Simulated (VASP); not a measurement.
# BP (I-4m2) in VASP: further runs

The runs below take BP through electric field gradients, with LDA.

Program: VASP 6.6.1. These are calculated values, not measurements. Logs are shortened: lines on timing, memory, paths and dates and some standing lists are left out, and cuts for length are marked.

**1. The cell of the first run**

It takes space group I-4m2 (No. 119, tetragonal). Conventional cell: a = 3.209 Å, b = 3.209 Å, c = 4.402 Å, α = 90.00°, β = 90.00°, γ = 90.00°. B (site symmetry -4m2) has 4 P at 1.95 Å within 2.6 Å. P (site symmetry -4m2) has 4 B at 1.95 Å within 2.6 Å.

**2. Electric field gradients, LDA (zz strain of -3 %)**

The input, INCAR:

```
ALGO = Normal
EDIFF = 1E-8
ENCUT = 420
GGA = CA
GGA_COMPAT = F
ISIF = 2
ISMEAR = -1
LASPH = T
LCHARG = F
LEFG = T
LREAL = F
LWAVE = F
NBANDS = 11
NELM = 120
PREC = Accurate
SIGMA = 0.05
```

The input, KPOINTS:

```
k-points
0
Gamma
  15 15 15
```

The input, POSCAR:

```
BP
1.0
    0.0000000000      2.2690000000      2.2009300000
    2.2690000000      0.0000000000      2.2009300000
    2.2690000000      2.2690000000      0.0000000000
B P
1 1
Direct
    0.0000000000      0.0000000000      0.0000000000
    0.7500000000      0.7500000000      0.7500000000
```

Potentials or basis: VASP PAW LDA potentials, release 64 (B, P).

Launch:

```
> cat potpaw_LDA.64/B/POTCAR potpaw_LDA.64/P/POTCAR > POTCAR
> mpirun -np 1 vasp_std > vasp.out
```

OUTCAR:

```text
EDIFF = 1E-8
   ENCUT = 420
   GGA = CA
   ISIF = 2
   ISMEAR = -1
   LASPH = T
   LREAL = F
   NELM = 120
   PREC = Accurate

 ion  position               nearest neighbor table
   1  0.000  0.000  0.000-   2 1.95   2 1.95   2 1.95   2 1.95
   2  0.750  0.750  0.750-   1 1.95   1 1.95   1 1.95   1 1.95

  LATTYP: Found a body centered tetragonal cell.
 ALAT       =     3.2088505730
 C/A-ratio  =     1.3717871555

  Lattice vectors:

 A1 = (   0.0000000000,  -2.2690000000,  -2.2009300000)
 A2 = (   0.0000000000,   2.2690000000,  -2.2009300000)
 A3 = (   2.2690000000,   0.0000000000,   2.2009300000)

Analysis of symmetry for initial positions (statically):
=====================================================================
 Subroutine PRICEL returns:
 Original cell was already a primitive cell.

 Routine SETGRP: Setting up the symmetry group for a
 body centered tetragonal supercell.

 Subroutine GETGRP returns: Found  8 space group operations
 (whereof  8 operations were pure point group operations)
 out of a pool of 16 trial point group operations.

The static configuration has the point symmetry D_2d.

Analysis of symmetry for dynamics (positions and initial velocities):
=====================================================================
 Subroutine PRICEL returns:
 Original cell was already a primitive cell.

 Routine SETGRP: Setting up the symmetry group for a
 body centered tetragonal supercell.

 Subroutine GETGRP returns: Found  8 space group operations
 (whereof  8 operations were pure point group operations)
 out of a pool of 16 trial point group operations.

The dynamic configuration has the point symmetry D_2d.

 Subroutine INISYM returns: Found  8 space group operations
 (whereof  8 operations are pure point group operations),
 and found     1 'primitive' translations

----------------------------------------------------------------------------------------

                                     Primitive cell

  volume of cell :      22.6624

  direct lattice vectors                    reciprocal lattice vectors
     0.000000000  2.269000000  2.200930000    -0.220361393  0.220361393  0.227176693
     2.269000000  0.000000000  2.200930000     0.220361393 -0.220361393  0.227176693
     2.269000000  2.269000000  0.000000000     0.220361393  0.220361393 -0.227176693

  length of vectors
     3.161084286  3.161084286  3.208850573     0.385652093  0.385652093  0.385652093

  position of ions in fractional coordinates (direct lattice)
     0.000000000  0.000000000  0.000000000
     0.750000000  0.750000000  0.750000000

  ion indices of the primitive-cell ions
   primitive index   ion index
                 1           1
                 2           2

----------------------------------------------------------------------------------------

 KPOINTS: k-points

Automatic generation of k-mesh.
 Grid dimensions read from file:
 generate k-points for:   15   15   15

 Generating k-lattice:

  Cartesian coordinates                     Fractional coordinates (reciprocal lattice)
    -0.014690760  0.014690760  0.015145113     0.066666667  0.000000000  0.000000000
     0.014690760 -0.014690760  0.015145113     0.000000000  0.066666667  0.000000000
     0.014690760  0.014690760 -0.015145113     0.000000000  0.000000000  0.066666667

  Length of vectors
     0.025710140  0.025710140  0.025710140

  Shift w.r.t. Gamma in fractional coordinates (k-lattice)
     0.000000000  0.000000000  0.000000000

 Subroutine IBZKPT returns following result:
 ===========================================

 Found    288 irreducible k-points:

 Following reciprocal coordinates:
            Coordinates               Weight
  0.000000  0.000000  0.000000      1.000000
  0.066667  0.000000  0.000000      8.000000
  0.133333  0.000000  0.000000      8.000000
  0.200000  0.000000  0.000000      8.000000
  0.266667  0.000000  0.000000      8.000000
  0.333333  0.000000  0.000000      8.000000
[... 16 lines left out ...]
  0.133333  0.133333  0.000000      2.000000
  0.200000  0.133333  0.000000      8.000000
 [... further k-points ...]
   k-points           NKPTS =    288   k-points in BZ     NKDIM =    288   number of bands    NBANDS=     11
   number of dos      NEDOS =    301   number of ions     NIONS =      2
   total plane-waves  NPLWV =  13824
   dimension x,y,z NGX =    24 NGY =   24 NGZ =   24
   dimension x,y,z NGXF=    48 NGYF=   48 NGZF=   48
   ions per type =               1   1
   NGX,Y,Z   is equivalent  to a cutoff of  12.62, 12.62, 12.43 a.u.
   NGXF,Y,Z  is equivalent  to a cutoff of  25.24, 25.24, 24.87 a.u.
 SYSTEM =  unknown system
   PREC   = accura    normal or accurate (medium, high low for compatibility)
   ISTART =      0    job   : 0-new  1-cont  2-samecut
   ICHARG =      2    charge: 1-file 2-atom 10-const
   ISPIN  =      1    spin polarized calculation?
   LNONCOLLINEAR =      F non collinear calculations
   LSORBIT =      F    spin-orbit coupling
   LASPH  =      T    aspherical Exc in radial PAW
   ENCUT  =  420.0 eV  30.87 Ry    5.56 a.u.   5.28  5.28  5.36*2*pi/ulx,y,z
   NELM   =    120;   NELMIN=  2; NELMDL= -5     # of ELM steps
   EDIFF  = 0.1E-07   stopping-criterion for ELM
   LREAL  =      F    real-space projection
   EDIFFG = 0.1E-06   stopping-criterion for IOM
   NSW    =      0    number of steps for IOM
   IBRION =     -1    ionic relax: 0-MD 1-quasi-New 2-CG
   NFREE  =      0    steps in history (QN), initial steepest desc. (CG)
   ISIF   =      2    stress and relaxation
   ISYM   =      2    0-nonsym 1-usesym 2-fastsym
   POTIM  = 0.5000    time-step for ionic-motion
   TEBEG  =    0.0;   TEEND  =   0.0 temperature during run
   PSTRESS=    0.0 pullay stress
   NELECT =       8.0000    total number of electrons
   NUPDOWN=      -1.0000    fix difference up-down
   EMIN   =  10.00;   EMAX   =-10.00  energy-range for DOS
   EFERMI =   0.00;   METHOD = LEGACY
   ISMEAR =    -1;   SIGMA  =   0.05  broadening in eV -4-tet -1-fermi 0-gaus
   EFERMI_NEDOS =   21; number of points for ismear=-14 and -15
   IALGO  =     38    algorithm
   IMIX   =      4    mixing-type and parameters
     AMIX     =   0.40;   BMIX     =  1.00
     AMIX_MAG =   1.60;   BMIX_MAG =  1.00
  volume/ion in A,a.u.               =      11.33        76.47
  Fermi-wavevector in a.u.,A,eV,Ry     =   1.157008  2.186428 18.213682  1.338668
  Thomas-Fermi vector in A             =   2.293623
   LORBIT       =      0    0 simple, 1 ext, 2 COOP (PROOUT), +10 PAW based schemes
   GGA     = CA    functional components
   LHFCALC =     F    Hartree Fock is set to
   AEXX    =    0.0000 exact exchange contribution
   IVDW    =     0    specifies the selected vdW correction
   LEPSILON=     F    determine dielectric tensor
   LRPA    =     F    only Hartree local field effects (RPA)
 non-spin polarized calculation
  energy-cutoff  :      420.00
  volume of cell :       22.66
 maximum number of plane-waves:       461
 NGX is ok and might be reduce to    24
   NGX = 11   NGY = 11   NGZ = 11

 number of electron       8.0000001 magnetization

 Free energy of the ion-electron system (eV)
  ---------------------------------------------------
  ext. energy  EPLUGINS =         0.00000000
  ---------------------------------------------------
  free energy    TOTEN  =       -14.38757482 eV

  energy without entropy =      -14.38757390  energy(sigma->0) =      -14.38757436

 E-fermi :   8.2943     XC(G=0): -11.2150

 val. band max:        7.9691590060   @ k =   0.0000   0.0000   0.0000
 cond. band min:       8.6610069847   @ k =   0.4000   0.4000   0.0000
 fundamental gap:      0.6918479788
 Fermi energy:         8.2942800148

 k-point     1 :       0.0000    0.0000    0.0000
  band No.  band energies     occupation
      1      -7.8867      2.00000
      2       7.6784      1.99999
      3       7.6784      1.99999
      4       7.9692      1.99700
      5      11.0936      0.00000
      6      11.2643      0.00000
      7      11.2643      0.00000
      8      15.6000      0.00000
      9      19.2508      0.00000
     10      19.6378      0.00000
     11      20.4239      0.00000
[... 309 lines left out ...]
 k-point    24 :       0.2000    0.1333    0.0000
  band No.  band energies     occupation
      1      -7.1259      2.00000
      2       5.1266      2.00000
      3       5.8874      2.00000
      4       6.5122      2.00000
      5      10.2795      0.00000
      6      13.5737      0.00000
      7      13.6830      0.00000
      8      15.0210      0.00000
      9      19.1742      0.00000
     10      20.2176      0.00000
     11      21.4532      0.00000

 [... further k-points ...]

------------------------ aborting loop because EDIFF is reached ----------------------------------------

  FORCE on cell =-STRESS in cart. coord.  units (eV):
  Direction    XX          YY          ZZ          XY          YZ          ZX
  --------------------------------------------------------------------------------------
  -------------------------------------------------------------------------------------
  Total       -0.4187990     -0.4187990      0.7122354      0.0000000     -0.0000000     -0.0000000
  in kB      -29.6081344    -29.6081344     50.3534138      0.0000000     -0.0000000     -0.0000000
  external PRESSURE =      -2.9542850 kB  Pullay stress =       0.0000000 kB

 VOLUME and BASIS-vectors are now :
 -----------------------------------------------------------------------------
  energy-cutoff  :      420.00
  volume of cell :       22.66
      direct lattice vectors                 reciprocal lattice vectors
     0.000000000  2.269000000  2.200930000    -0.220361393  0.220361393  0.227176693
     2.269000000  0.000000000  2.200930000     0.220361393 -0.220361393  0.227176693
     2.269000000  2.269000000  0.000000000     0.220361393  0.220361393 -0.227176693

 POSITION                                       TOTAL-FORCE (eV/Angst)
 -----------------------------------------------------------------------------------
      0.00000      0.00000      0.00000        -0.000000     -0.000000     -0.000000
      3.40350      3.40350      3.30140         0.000000      0.000000      0.000000
 -----------------------------------------------------------------------------------
    total drift:                               -0.000000     -0.000000      0.000000

  FREE ENERGIE OF THE ION-ELECTRON SYSTEM (eV)
  ---------------------------------------------------
  free  energy   TOTEN  =       -14.3875748206 eV

  energy  without entropy=      -14.3875739049  energy(sigma->0) =      -14.38757436

 Electric field gradients (V/A^2)
---------------------------------------------------------------------
 ion       V_xx      V_yy      V_zz      V_xy      V_xz      V_yz
---------------------------------------------------------------------
   1       0.087     0.087    -0.175     0.000     0.000     0.000
   2       0.621     0.621    -1.242    -0.000    -0.000    -0.000
---------------------------------------------------------------------

 Electric field gradients after diagonalization (V/A^2)
 (convention: |V_zz| > |V_xx| > |V_yy|)
----------------------------------------------------------------------
 ion       V_xx      V_yy      V_zz     asymmetry (V_yy - V_xx)/ V_zz
----------------------------------------------------------------------
   1       0.087     0.087    -0.175       0.000
   2       0.621     0.621    -1.242       0.000
----------------------------------------------------------------------

           NMR quadrupolar parameters

 Cq : quadrupolar parameter    Cq=e*Q*V_zz/h
 eta: asymmetry parameters     (V_yy - V_xx)/ V_zz
 Q  : nuclear electric quadrupole moment in mb (millibarn)
----------------------------------------------------------------------
 ion       Cq(MHz)       eta       Q (mb)
----------------------------------------------------------------------
   1      -0.000       0.000       1.000
   2      -0.003       0.000       1.000
----------------------------------------------------------------------
```

It took 24 s on 1 thread of Intel Xeon Platinum 8488C (Sapphire Rapids), shared host; peak memory 0.16 GiB.

Results:

* Free energy: -14.3876 eV
* Pressure: -0.3 GPa
* Band gap on the k mesh: 0.69 eV (least direct gap 3.12 eV)
* Largest electric field gradient by atom: B -0.2; P -1.2 V/Å²

Levels at points of the mesh, in eV from the valence-band top:
```tsv
k point	band 1	band 2	band 3	band 4	band 5	band 6	band 7	band 8
(0.00, 0.00, 0.00)	-15.86	-0.29	-0.29	0.00	3.12	3.30	3.30	7.63
```

Electric field gradients, principal values (V/Å²):
| atom | least | middle | greatest (by size) |
| --- | --- | --- | --- |
| 1 B | 0.087 | 0.087 | -0.175 |
| 2 P | 0.621 | 0.621 | -1.242 |

Caveat: the cell differs from its parent crystal (zz strain of -3 %); without QUAD_EFG the Cq values of the log hold for a quadrupole moment of 1 mb, not for the nuclei; an odd mesh through Γ misses points on the zone boundary, where band edges can lie.

**3. Electric field gradients, LDA (zz strain of -3 %)**

The input, INCAR:

```
SYSTEM = BP
  PREC = Accurate
  ENCUT = 420
  EDIFF = 1E-8
  ISMEAR = -1
  SIGMA = 0.05
  LREAL = .FALSE.
  LASPH = .TRUE.
  NELM = 120
  ALGO = Normal
  ISIF = 2
  LWAVE = .FALSE.
  LCHARG = .FALSE.
  LEFG = .TRUE.
  NBANDS = 11
  GGA_COMPAT = .FALSE.
```

The input, KPOINTS:

```
regular mesh
0
G
  15 15 15
  0 0 0
```

POSCAR is that of step 2.

Potentials or basis: VASP PAW LDA potentials, release 64 (B, P).

Launch:

```
> cat potpaw_LDA.64/B/POTCAR potpaw_LDA.64/P/POTCAR > POTCAR
> mpirun -np 1 vasp_std > vasp.out
```

OUTCAR:

```text
SYSTEM = BP
   PREC = Accurate
   ENCUT = 420
   EDIFF = 1E-8
   ISMEAR = -1
   LREAL = .FALSE.
   LASPH = .TRUE.
   NELM = 120
   ISIF = 2

 ion  position               nearest neighbor table
   1  0.000  0.000  0.000-   2 1.95   2 1.95   2 1.95   2 1.95
   2  0.750  0.750  0.750-   1 1.95   1 1.95   1 1.95   1 1.95

  LATTYP: Found a body centered tetragonal cell.
 ALAT       =     3.2088505730
 C/A-ratio  =     1.3717871555

  Lattice vectors:

 A1 = (   0.0000000000,  -2.2690000000,  -2.2009300000)
 A2 = (   0.0000000000,   2.2690000000,  -2.2009300000)
 A3 = (   2.2690000000,   0.0000000000,   2.2009300000)

Analysis of symmetry for initial positions (statically):
=====================================================================
 Subroutine PRICEL returns:
 Original cell was already a primitive cell.

 Routine SETGRP: Setting up the symmetry group for a
 body centered tetragonal supercell.

 Subroutine GETGRP returns: Found  8 space group operations
 (whereof  8 operations were pure point group operations)
 out of a pool of 16 trial point group operations.

The static configuration has the point symmetry D_2d.

Analysis of symmetry for dynamics (positions and initial velocities):
=====================================================================
 Subroutine PRICEL returns:
 Original cell was already a primitive cell.

 Routine SETGRP: Setting up the symmetry group for a
 body centered tetragonal supercell.

 Subroutine GETGRP returns: Found  8 space group operations
 (whereof  8 operations were pure point group operations)
 out of a pool of 16 trial point group operations.

[... 481 lines left out ...]
      3       5.8874      2.00000
      4       6.5122      2.00000
      5      10.2795      0.00000
      6      13.5737      0.00000
      7      13.6830      0.00000
      8      15.0210      0.00000
      9      19.1742      0.00000
     10      20.2176      0.00000
     11      21.4532      0.00000

 [... further k-points ...]

------------------------ aborting loop because EDIFF is reached ----------------------------------------

  FORCE on cell =-STRESS in cart. coord.  units (eV):
  Direction    XX          YY          ZZ          XY          YZ          ZX
  --------------------------------------------------------------------------------------
  -------------------------------------------------------------------------------------
  Total       -0.4187990     -0.4187990      0.7122354      0.0000000     -0.0000000     -0.0000000
  in kB      -29.6081344    -29.6081344     50.3534138      0.0000000     -0.0000000     -0.0000000
  external PRESSURE =      -2.9542850 kB  Pullay stress =       0.0000000 kB

 VOLUME and BASIS-vectors are now :
 -----------------------------------------------------------------------------
  energy-cutoff  :      420.00
  volume of cell :       22.66
      direct lattice vectors                 reciprocal lattice vectors
     0.000000000  2.269000000  2.200930000    -0.220361393  0.220361393  0.227176693
     2.269000000  0.000000000  2.200930000     0.220361393 -0.220361393  0.227176693
     2.269000000  2.269000000  0.000000000     0.220361393  0.220361393 -0.227176693

 POSITION                                       TOTAL-FORCE (eV/Angst)
 -----------------------------------------------------------------------------------
      0.00000      0.00000      0.00000        -0.000000     -0.000000     -0.000000
      3.40350      3.40350      3.30140         0.000000      0.000000      0.000000
 -----------------------------------------------------------------------------------
    total drift:                               -0.000000     -0.000000      0.000000

  FREE ENERGIE OF THE ION-ELECTRON SYSTEM (eV)
  ---------------------------------------------------
  free  energy   TOTEN  =       -14.3875748206 eV

  energy  without entropy=      -14.3875739049  energy(sigma->0) =      -14.38757436

 Electric field gradients (V/A^2)
---------------------------------------------------------------------
 ion       V_xx      V_yy      V_zz      V_xy      V_xz      V_yz
---------------------------------------------------------------------
   1       0.087     0.087    -0.175     0.000     0.000     0.000
   2       0.621     0.621    -1.242    -0.000    -0.000    -0.000
---------------------------------------------------------------------

 Electric field gradients after diagonalization (V/A^2)
 (convention: |V_zz| > |V_xx| > |V_yy|)
----------------------------------------------------------------------
 ion       V_xx      V_yy      V_zz     asymmetry (V_yy - V_xx)/ V_zz
----------------------------------------------------------------------
   1       0.087     0.087    -0.175       0.000
   2       0.621     0.621    -1.242       0.000
----------------------------------------------------------------------

           NMR quadrupolar parameters

 Cq : quadrupolar parameter    Cq=e*Q*V_zz/h
 eta: asymmetry parameters     (V_yy - V_xx)/ V_zz
 Q  : nuclear electric quadrupole moment in mb (millibarn)
----------------------------------------------------------------------
 ion       Cq(MHz)       eta       Q (mb)
----------------------------------------------------------------------
   1      -0.000       0.000       1.000
   2      -0.003       0.000       1.000
----------------------------------------------------------------------
```

stdout:

```text
POSCAR found type information on POSCAR B P
 POSCAR found :  2 types and       2 ions
 scaLAPACK will be used
 LDA part: xc-table for (Slater(with rela. corr.)+CA(PZ))
 , standard interpolation
 POSCAR, INCAR and KPOINTS ok, starting setup
 FFT: planning ... GRIDC
 FFT: planning ... GRID_SOFT
 FFT: planning ... GRID
 WAVECAR not read
 entering main loop
ion   1

ion   2
```

Wall time 24 s (1 thread of Intel Xeon Platinum 8488C (Sapphire Rapids), shared host); peak memory 0.16 GiB.

What came out:

```
Free energy                             : -14.3876 eV
Pressure                                : -0.3 GPa
Band gap on the k mesh                  : 0.69 eV (least direct gap 3.12 eV)
Largest electric field gradient by atom : B -0.2; P -1.2 V/Å²
```

Stress tensor (GPa, compression positive):
```
-2.96  0.00  0.00
 0.00 -2.96  0.00
 0.00  0.00  5.04
```

Electric field gradients, principal values (V/Å²):
| atom | least | middle | greatest (by size) |
| --- | --- | --- | --- |
| 1 B | 0.087 | 0.087 | -0.175 |
| 2 P | 0.621 | 0.621 | -1.242 |

Caveat: the cell differs from its parent crystal (zz strain of -3 %); without QUAD_EFG the Cq values of the log hold for a quadrupole moment of 1 mb, not for the nuclei; an odd mesh through Γ misses points on the zone boundary, where band edges can lie.

[end of part 1 of 2]
